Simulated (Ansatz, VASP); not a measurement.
**HPbNO4 in VASP and in Ansatz**

The input INCAR:

```
PREC = Accurate ; ENCUT = 520
EDIFF = 1E-6 ; ISMEAR = -1
SIGMA = 0.05 ; LREAL = F
LASPH = T ; NELM = 100
ALGO = Normal ; ISIF = 2
LWAVE = F ; LCHARG = F
GGA = B5 ; ALDAX = 1.0
AGGAX = 1.0 ; AGGAC = 1.0
ALDAC = 0.0 ; NBANDS = 31
```

The input KPOINTS:

```
regular mesh
0
Gamma
  5 4 4
```

The input POSCAR:

```
HPbNO4
1.0
    3.8570700000      0.0017800000     -0.0365800000
    0.1735300000      4.3343600000     -0.0164700000
    0.7580300000      0.8387300000      5.8766200000
H Pb N O
1 1 1 4
Direct
    0.6151100000      0.8955900000      0.1984400000
    0.6459700000      0.4465100000      0.9168500000
    0.7147400000      0.2381000000      0.5005800000
    0.1695800000      0.4700700000      0.7776800000
    0.6291900000      0.9704500000      0.4984500000
    0.5642400000      0.9258300000      0.0384900000
    0.7802200000      0.4225000000      0.3195100000
```

Contents of input.yaml:

```yaml
crystal:
  lattice:
    - [3.85707, 0.00178, -0.03658]
    - [0.17353, 4.33436, -0.01647]
    - [0.75803, 0.83873, 5.87662]
  atoms:
    - { symbol: H, position: [0.61511, 0.89559, 0.19844] }
    - { symbol: Pb, position: [0.64597, 0.44651, 0.91685] }
    - { symbol: "N", position: [0.71474, 0.2381, 0.50058] }
    - { symbol: O, position: [0.16958, 0.47007, 0.77768] }
    - { symbol: O, position: [0.62919, 0.97045, 0.49845] }
    - { symbol: O, position: [0.56424, 0.92583, 0.03849] }
    - { symbol: O, position: [0.78022, 0.4225, 0.31951] }
kpoints:
  mp_grid: { grid: [5, 4, 4] }
  band_path:
    path: [[0.5, 0.0, 0.0], [0.0, 0.0, 0.0], [0.0, 0.5, 0.0]]
    npoints: 12
scf:
  occupations: { method: fermi_dirac, width: 0.05 }
hamiltonian:
  xc: blyp
  pseudopotentials: { kind: all_electron, lapw: { basis_error: 0.002 } }
output:
  forces: true
  stress: true
  eigenvalues: true
```

Alike in both runs: functional BLYP; k mesh 5 × 4 × 4; occupations fermi-dirac, width 0.05 eV; no spin polarisation.

```csv
,VASP,Ansatz
version,VASP 6.6.1,Ansatz 0.2.0
potentials or method,"VASP PAW PBE potentials, release 64 (H, Pb_d, N, O), cutoff 520 eV","all-electron LAPW, scalar-relativistic"
task,single point,band structure
```

```tsv
	VASP	Ansatz	Ansatz less VASP
gap on the k mesh at the Fermi level (eV)	0.28	0.26	-0.013
least direct gap on the mesh (eV)	0.46	0.45	-0.005
pressure (GPa)	3.5	2.9	-0.60
traceless stress, the component that is largest in VASP (GPa)	0.99	0.51	-0.487
rms of the force components (eV/Å)	0.345	0.163	-0.1822
```

VASP's potentials were made for PBE, not for BLYP. Atom by atom the forces differ by 0.195 eV/Å (rms over components). One of these differences is far larger than is usual between the two programs; its cause wasn't traced. Ansatz ran all-electron here, and VASP with PAW potentials.

Neither program's run includes spin-orbit coupling. Noted on VASP's run: the standard files for N, O and F lose accuracy on very short bonds.
